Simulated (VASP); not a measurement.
# Mg8HO8 (a cell with a defect) in VASP: further runs

Runs on Mg8HO8 (a cell with a defect). Level: PBE. Tasks: single point.

All numbers are computed with VASP 6.6.1; they aren't measurements. Logs are shortened: lines on timing, memory, paths and dates and some standing lists are left out, and cuts for length are marked.

### 1 The cell of the first run

The cell holds a defect, 17 atoms: a = 5.709 Å, b = 5.709 Å, c = 5.709 Å, α = 60.00°, β = 60.00°, γ = 60.00°.

### 2 Single point, PBE, collinear spin

INCAR reads:

```
PREC = Accurate
ENCUT = 520
EDIFF = 1E-6
ISMEAR = -1
SIGMA = 0.05
LREAL = Auto
LASPH = True
NELM = 150
ALGO = Normal
ISIF = 2
LWAVE = False
LCHARG = True
ISPIN = 2
MAGMOM = 0 0 0 0 0 0 0 0 0 0.08 0.08 0.08 0 0 0 0.08 0.32
LORBIT = 11
GGA = PE
LELF = True
LVHAR = True
NBANDS = 50
```

KPOINTS reads:

```
Automatic mesh
0
Gamma
  2 2 2
```

POSCAR reads:

```
Mg8HO8
1.0
    0.0000000000      4.0370000000      4.0370000000
    4.0370000000      0.0000000000      4.0370000000
    4.0370000000      4.0370000000      0.0000000000
Mg O H
8 8 1
Direct
    0.0059450087     -0.0205845925      0.0155561060
    0.0028981917     -0.0155065643      0.4942779292
    0.0177730988      0.5237676492     -0.0338741640
    0.0009784493      0.5193336636      0.4754644538
    0.4903269755      0.0240896705     -0.0265172158
    0.4964082239      0.0185533812      0.4806044092
    0.5128932376      0.4827470894     -0.0022665346
    0.5050284865      0.4982660391      0.4661629923
    0.2476096111      0.2658657419      0.2123111221
    0.2534803072      0.2774337379      0.6876888779
    0.2620634134      0.7617909339      0.2235694823
    0.3046197672      0.7469284122      0.7531459004
    0.7408595492      0.2486871439      0.2527991082
    0.7372925440      0.2512137726      0.7445256378
    0.7556353728      0.7552638098      0.2353232598
    0.7508545950      0.7301709190      0.7747337132
    0.1462224424      0.6271736438      0.6011642309
```

Potentials or basis: VASP PAW PBE potentials, release 64 (Mg, O, H).

The run is started by

```console
$ cat potpaw_PBE.64/Mg/POTCAR potpaw_PBE.64/O/POTCAR potpaw_PBE.64/H/POTCAR > POTCAR
$ mpirun -np 1 vasp_std > vasp.out
```

OUTCAR:

```text
PREC = Accurate
   ENCUT = 520
   EDIFF = 1E-6
   ISMEAR = -1
   LREAL = Auto
   LASPH = True
   NELM = 150
   ISIF = 2
   ISPIN = 2
   LORBIT = 11
   GGA = PE

 ion  position               nearest neighbor table
   1  0.006  0.979  0.016-  11 1.88  15 1.92  12 2.02  13 2.05  14 2.18  10 2.23   4 2.63   3 2.72
                             2 2.74   5 2.78   6 2.79   7 2.85   7 2.87   6 2.93   5 2.95   2 2.97
   2  0.003  0.984  0.494-  17 1.67  11 2.00  13 2.03  16 2.05  14 2.09   9 2.13  12 2.28   3 2.67
                             4 2.72   1 2.74   8 2.82   5 2.84   6 2.84   6 2.88   5 2.88   8 2.89
   3  0.018  0.524  0.966-  17 1.70  16 1.87   9 1.93  15 2.03  12 2.08  10 2.13  13 2.23   2 2.67
                             1 2.72   5 2.78   7 2.81   8 2.82   4 2.85   4 2.86   8 2.90   7 2.92
   4  0.001  0.519  0.475-  17 1.77  10 1.88  15 1.96  11 2.03  16 2.07   9 2.09  14 2.15   1 2.63
                             2 2.72   8 2.79   7 2.83   6 2.84   3 2.85   3 2.86   6 2.87   7 2.89
   5  0.490  0.024  0.973-  14 1.92   9 1.94  11 1.98  16 2.01  10 2.12  15 2.13   7 2.76   3 2.78
                             1 2.78   8 2.80   6 2.81   2 2.84   2 2.88   6 2.90   8 2.91   3 2.94
   6  0.496  0.019  0.481-  10 1.89  12 1.90  13 1.92  15 2.05   9 2.09  16 2.22   7 2.70   8 2.72
                             1 2.79   5 2.81   2 2.84   4 2.84   4 2.87   2 2.88   5 2.90   1 2.93
   7  0.513  0.483  0.998-  12 1.84  13 1.95   9 1.96  14 1.96  16 1.96  11 2.04   8 2.70   6 2.70
                             5 2.76   3 2.81   4 2.83   1 2.85   1 2.87   4 2.89   3 2.92   5 2.96
   8  0.505  0.498  0.466-  17 1.68  13 1.87  10 1.91  11 1.96  15 2.05  14 2.07  12 2.20   7 2.70
                             6 2.72   4 2.79   5 2.80   3 2.82   2 2.82   2 2.89   3 2.90   5 2.91
   9  0.248  0.266  0.212-   3 1.93   5 1.94   7 1.96   4 2.09   6 2.09   2 2.13
  10  0.253  0.277  0.688-   4 1.88   6 1.89   8 1.91   5 2.12   3 2.13   1 2.23
  11  0.262  0.762  0.224-   1 1.88   8 1.96   5 1.98   2 2.00   4 2.03   7 2.04
  12  0.305  0.747  0.753-   7 1.84   6 1.90   1 2.02   3 2.08   8 2.20   2 2.28
  13  0.741  0.249  0.253-   8 1.87   6 1.92   7 1.95   2 2.03   1 2.05   3 2.23
  14  0.737  0.251  0.745-   5 1.92   7 1.96   8 2.07   2 2.09   4 2.15   1 2.18
  15  0.756  0.755  0.235-   1 1.92   4 1.96   3 2.03   8 2.05   6 2.05   5 2.13
  16  0.751  0.730  0.775-   3 1.87   7 1.96   5 2.01   2 2.05   4 2.07   6 2.22
  17  0.146  0.627  0.601-   2 1.67   8 1.68   3 1.70   4 1.77

  LATTYP: Found a face centered cubic cell.
 ALAT       =     8.0740000000

  Lattice vectors:

 A1 = (   0.0000000000,   4.0370000000,   4.0370000000)
 A2 = (   4.0370000000,   0.0000000000,   4.0370000000)
 A3 = (   4.0370000000,   4.0370000000,   0.0000000000)

Analysis of symmetry for initial positions (statically):
=====================================================================
 Subroutine PRICEL returns:
 Original cell was already a primitive cell.

 Routine SETGRP: Setting up the symmetry group for a
 face centered cubic supercell.

 Subroutine GETGRP returns: Found  1 space group operations
 (whereof  1 operations were pure point group operations)
 out of a pool of 48 trial point group operations.

The static configuration has the point symmetry C_1 .

Analysis of symmetry for dynamics (positions and initial velocities):
=====================================================================
 Subroutine PRICEL returns:
 Original cell was already a primitive cell.

 Routine SETGRP: Setting up the symmetry group for a
 face centered cubic supercell.

 Subroutine GETGRP returns: Found  1 space group operations
 (whereof  1 operations were pure point group operations)
 out of a pool of 48 trial point group operations.

The dynamic configuration has the point symmetry C_1 .

Analysis of structural, dynamic, and magnetic symmetry:
=====================================================================
 Subroutine PRICEL returns:
 Original cell was already a primitive cell.

 Routine SETGRP: Setting up the symmetry group for a
 face centered cubic supercell.

 Subroutine GETGRP returns: Found  1 space group operations
 (whereof  1 operations were pure point group operations)
 out of a pool of 48 trial point group operations.

The overall configuration has the point symmetry C_1 .

 Subroutine INISYM returns: Found  1 space group operations
 (whereof  1 operations are pure point group operations),
 and found     1 'primitive' translations

----------------------------------------------------------------------------------------

                                     Primitive cell

  volume of cell :     131.5850

[... 95 lines left out ...]
   ISPIN  =      2    spin polarized calculation?
   LNONCOLLINEAR =      F non collinear calculations
   LSORBIT =      F    spin-orbit coupling
   LASPH  =      T    aspherical Exc in radial PAW
   ENCUT  =  520.0 eV  38.22 Ry    6.18 a.u.  10.62 10.62 10.62*2*pi/ulx,y,z
   NELM   =    150;   NELMIN=  2; NELMDL= -5     # of ELM steps
   EDIFF  = 0.1E-05   stopping-criterion for ELM
   LREAL  =      T    real-space projection
   EDIFFG = 0.1E-04   stopping-criterion for IOM
   NSW    =      0    number of steps for IOM
   IBRION =     -1    ionic relax: 0-MD 1-quasi-New 2-CG
   NFREE  =      0    steps in history (QN), initial steepest desc. (CG)
   ISIF   =      2    stress and relaxation
   ISYM   =      2    0-nonsym 1-usesym 2-fastsym
   POTIM  = 0.5000    time-step for ionic-motion
   TEBEG  =    0.0;   TEEND  =   0.0 temperature during run
   PSTRESS=    0.0 pullay stress
   NELECT =      65.0000    total number of electrons
   NUPDOWN=      -1.0000    fix difference up-down
   EMIN   =  10.00;   EMAX   =-10.00  energy-range for DOS
   EFERMI =   0.00;   METHOD = LEGACY
   ISMEAR =    -1;   SIGMA  =   0.05  broadening in eV -4-tet -1-fermi 0-gaus
   EFERMI_NEDOS =   21; number of points for ismear=-14 and -15
   IALGO  =     38    algorithm
   IMIX   =      4    mixing-type and parameters
     AMIX     =   0.40;   BMIX     =  1.00
     AMIX_MAG =   1.60;   BMIX_MAG =  1.00
  volume/ion in A,a.u.               =       7.74        52.23
  Fermi-wavevector in a.u.,A,eV,Ry     =   1.294128  2.445547 22.786589  1.674767
  Thomas-Fermi vector in A             =   2.425730
   LORBIT       =     11    0 simple, 1 ext, 2 COOP (PROOUT), +10 PAW based schemes
   GGA     = PE    functional components
   LHFCALC =     F    Hartree Fock is set to
   AEXX    =    0.0000 exact exchange contribution
   IVDW    =     0    specifies the selected vdW correction
   LEPSILON=     F    determine dielectric tensor
   LRPA    =     F    only Hartree local field effects (RPA)
 spin polarized calculation
  energy-cutoff  :      520.00
  volume of cell :      131.58
 maximum number of plane-waves:      3582
   NGX = 21   NGY = 21   NGZ = 21

 number of electron      64.9999999 magnetization       0.7500996

 Free energy of the ion-electron system (eV)
  ---------------------------------------------------
  ext. energy  EPLUGINS =         0.00000000
  ---------------------------------------------------
  free energy    TOTEN  =       -89.47099816 eV

  energy without entropy =      -89.46002122  energy(sigma->0) =      -89.46550969

 E-fermi :   7.6788     XC(G=0): -11.7738

 val. band max:        7.6772519851   @ k =   0.5000   0.5000   0.0000
 cond. band min:       8.1493939894   @ k =   0.0000   0.5000   0.0000
 fundamental gap:      0.4721420043
 Fermi energy:         7.6787967374

 spin component 1

 k-point     1 :       0.0000    0.0000    0.0000
  band No.  band energies     occupation
      1     -13.9353      1.00000
      2     -12.5042      1.00000
      3     -12.3537      1.00000
      4     -12.1082      1.00000
      5     -12.0622      1.00000
      6     -11.7899      1.00000
[... 365 lines left out ...]
     43      16.5079      0.00000
     44      16.6602      0.00000
 Fermi energy:         7.6787967374

 spin component 2

 k-point     1 :       0.0000    0.0000    0.0000
  band No.  band energies     occupation
      1     -13.8357      1.00000
      2     -12.3861      1.00000
      3     -12.2437      1.00000
      4     -12.0902      1.00000
      5     -12.0000      1.00000
      6     -11.7403      1.00000
[... 365 lines left out ...]
     43      16.5387      0.00000
     44      16.6885      0.00000
 [bands above 44 left out]

------------------------ aborting loop because EDIFF is reached ----------------------------------------

  FORCE on cell =-STRESS in cart. coord.  units (eV):
  Direction    XX          YY          ZZ          XY          YZ          ZX
  --------------------------------------------------------------------------------------
  -------------------------------------------------------------------------------------
  Total       36.5791853     39.4165966     37.5814792     -0.3816794     -0.5427104     -0.1107858
  in kB      445.3878522    479.9361480    457.5917743     -4.6473255     -6.6080372     -1.3489273
  external PRESSURE =     460.9719248 kB  Pullay stress =       0.0000000 kB

 VOLUME and BASIS-vectors are now :
 -----------------------------------------------------------------------------
  energy-cutoff  :      520.00
  volume of cell :      131.58
      direct lattice vectors                 reciprocal lattice vectors
     0.000000000  4.037000000  4.037000000    -0.123854347  0.123854347  0.123854347
     4.037000000  0.000000000  4.037000000     0.123854347 -0.123854347  0.123854347
     4.037000000  4.037000000  0.000000000     0.123854347  0.123854347 -0.123854347

 POSITION                                       TOTAL-FORCE (eV/Angst)
 -----------------------------------------------------------------------------------
      4.01670      0.08680      3.97790        -0.288171     -2.618394      1.694628
      5.96980      2.00710      3.98610         2.095237     -0.424474      1.701370
      6.01470      3.97200      2.18620         0.456773      1.167166     -1.235686
      4.01600      1.92340      2.10050        -0.470796     -0.737017     -2.271371
      4.02720      5.90940      2.07670        -0.756419      0.706435     -0.330436
      2.01510      3.94420      2.07890        -1.306191      0.332535     -1.003658
[... 9 lines left out ...]
      6.07530      6.15880      5.97890         0.097177     -2.415918      0.967472
      4.95880      3.01720      3.12220         0.699121      0.157473      0.162221
 -----------------------------------------------------------------------------------
    total drift:                               -0.008920     -0.011234      0.000465

  FREE ENERGIE OF THE ION-ELECTRON SYSTEM (eV)
  ---------------------------------------------------
  free  energy   TOTEN  =       -89.4709981598 eV

  energy  without entropy=      -89.4600212224  energy(sigma->0) =      -89.46550969

 total charge

# of ion       s       p       d       tot
------------------------------------------
    1        0.175   0.230   0.112   0.517
    2        0.168   0.219   0.104   0.491
    3        0.178   0.242   0.122   0.542
    4        0.173   0.234   0.118   0.525
    5        0.174   0.233   0.115   0.521
    6        0.181   0.244   0.122   0.547
[... 9 lines left out ...]
   16        1.560   3.623   0.000   5.183
   17        0.613   0.029   0.000   0.642
--------------------------------------------------
tot         14.461  31.040   0.961  46.462

 magnetization (x)

# of ion       s       p       d       tot
------------------------------------------
    1        0.000   0.001   0.001   0.002
    2        0.001   0.005   0.007   0.013
    3       -0.000   0.002   0.005   0.006
    4       -0.001  -0.000   0.002   0.000
    5        0.000   0.001   0.001   0.002
    6        0.001   0.002   0.001   0.004
[... 9 lines left out ...]
   16        0.005   0.073   0.000   0.078
   17        0.219   0.002   0.000   0.222
--------------------------------------------------
tot          0.246   0.317   0.021   0.583
```

Wall time 7.1 min (1 thread of Intel Xeon 8259CL, shared host); peak memory 0.34 GiB.

Results:

- Free energy: -89.4710 eV
- Pressure: 46.1 GPa
- Largest force: 3.985 eV/Å
- Net moment: 0.75 μB per cell
- Site moments: Mg +0.00, +0.01 (each value once); O -0.00, +0.09, +0.08 (each value once); H +0.22 μB
- Valence electrons inside the program's atomic spheres: Mg 0.52, 0.49, 0.54, 0.53, 0.55, 0.59, 0.56 (each value once); O 5.19, 5.20, 5.21, 5.18, 5.16 (each value once); H 0.64

Forces in eV/Å, atoms in the order of the input:
```
Mg  -0.288 -2.618  1.695
Mg   2.095 -0.424  1.701
Mg   0.457  1.167 -1.236
Mg  -0.471 -0.737 -2.271
Mg  -0.756  0.706 -0.330
Mg  -1.306  0.333 -1.004
Mg  -0.277  0.209  0.841
Mg   1.311  1.941  2.314
O    0.675  1.153 -1.155
O    0.655  2.940 -2.609
O   -0.232 -0.396  0.365
O    0.341 -3.313 -1.244
O   -1.931  0.749  0.966
O   -1.338  0.735  1.153
O    0.270 -0.184 -0.315
O    0.097 -2.416  0.967
H    0.699  0.157  0.162
```

Caveat: the k points lie up to 0.67 Å⁻¹ apart.

(Part 1 of 2 ends here.)
